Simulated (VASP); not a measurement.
A run of VASP 6.6.1 is set up as follows.

File INCAR:

```
PREC = Accurate
ENCUT = 520
EDIFF = 1E-7
ISMEAR = 0
SIGMA = 0.05
LREAL = False
LASPH = True
NELM = 100
ALGO = Normal
ISIF = 2
LWAVE = False
LCHARG = False
GGA = PS
NBANDS = 18
```

KPOINTS

```
regular mesh
0
Gamma
  8 8 8
```

POSCAR

```
BiTe
1.0
    0.0000000000      3.2292099617      3.2292099617
    3.2292099617      0.0000000000      3.2292099617
    3.2292099617      3.2292099617      0.0000000000
Bi Te
1 1
Direct
    0.5000000000      0.5000000000      0.5000000000
    0.0000000000      0.0000000000      0.0000000000
```

Potentials or basis: VASP PAW PBE potentials, release 64 (Bi_d, Te).

Run with:

```console
$ cat potpaw_PBE.64/Bi_d/POTCAR potpaw_PBE.64/Te/POTCAR > POTCAR
$ mpirun -np 1 vasp_std > vasp.out
```

Question: Predict the band gap on the k mesh.

Answer: Zero (an odd number of electrons rules out a gap without spin polarisation).

Question: Estimate the pressure.

Answer: -1.6 GPa.

Caveat: the PAW data sets were made with another functional, which shifts forces and pressure a little; spin-orbit coupling is left out, which moves the levels of the heavy elements.
